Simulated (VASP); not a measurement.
Wanted: the native input for a VASP 6.6.1 run.

- Task: single point
- Functional: PBEsol
- Potentials or basis: VASP PAW PBE potentials, release 64 (F, Li_sv)
- Cutoff: 520 eV
- k mesh: 10 × 10 × 10
- Occupations: fermi-dirac, width 0.05 eV
- Spin: no spin polarisation
- Dipole correction: no
- Further INCAR settings: ALGO = Normal; EDIFF = 1e-06; NBANDS = 12

The structure of LiF lies in POSCAR:

```
LiF
1.0
    2.4330401248      0.0000000000      0.0000000000
    0.0000000000      2.4330401248      0.0000000000
    0.0000000000      0.0000000000      2.4330401248
F Li
1 1
Direct
    0.5000000000      0.5000000000      0.5000000000
    0.0000000000      0.0000000000      0.0000000000
```

The input as run:

INCAR

```
ALGO = Normal
EDIFF = 1E-6
ENCUT = 520
GGA = PS
ISIF = 2
ISMEAR = -1
LASPH = T
LCHARG = F
LREAL = F
LWAVE = F
NBANDS = 12
NELM = 80
PREC = Accurate
SIGMA = 0.05
```

KPOINTS

```
k-points
0
Gamma
  10 10 10
```

Potentials or basis: VASP PAW PBE potentials, release 64 (F, Li_sv).

Run with:

```sh
$ cat potpaw_PBE.64/F/POTCAR potpaw_PBE.64/Li_sv/POTCAR > POTCAR
$ mpirun -np 1 vasp_std > vasp.out
```

Results of the run:

The band gap on the k mesh is 8.74 eV, indirect (least direct gap 9.59 eV).

It took 6.6 s on 1 thread of AMD EPYC 7R43 64-Core Processor (Zen 3) (shared host), peak memory 0.08 GiB.
